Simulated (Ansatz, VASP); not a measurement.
# Two plane-wave programs on SiGe2

```
Si Ge
1.0
    -1.46870    1.46870    6.23118
     1.46870   -1.46870    6.23118
     1.46870    1.46870   -6.23118
Si Ge
1 2
Cartesian
  0.0000 0.0000 6.2312
  0.0000 0.0000 10.3853
  0.0000 0.0000 2.0771
```

Alike in both runs: task relaxation of cell and atoms; functional PBE; k mesh 8 × 8 × 8; occupations gaussian, width 0.1 eV; no spin polarisation.

|  | VASP | Ansatz |
| --- | --- | --- |
| version | VASP 6.6.1 | Ansatz 0.2.0 |
| potentials or method | VASP PAW PBE potentials, release 64 (Si, Ge_d), cutoff 600 eV | scalar-relativistic, plane waves, PAW |
| valence electrons in the cell | 32 | 32 |

Ansatz gave:

| Property | Result |
| --- | --- |
| gap on the k mesh at the Fermi level, each at its own relaxed structure (eV) | none |
| relaxed volume (Å³/atom) | 18.25 |
| relaxed cell length with the largest relative difference (Å) | 6.721 |

Question: What did VASP give for the same quantities?

Answer: gap on the k mesh at the Fermi level, each at its own relaxed structure (eV): none; relaxed volume (Å³/atom): 18.22; relaxed cell length with the largest relative difference (Å): 6.754.

A gap of «none» marks a metal or a gap that the smearing closes.

The k mesh is coarse, so the values compare programs but aren't converged.
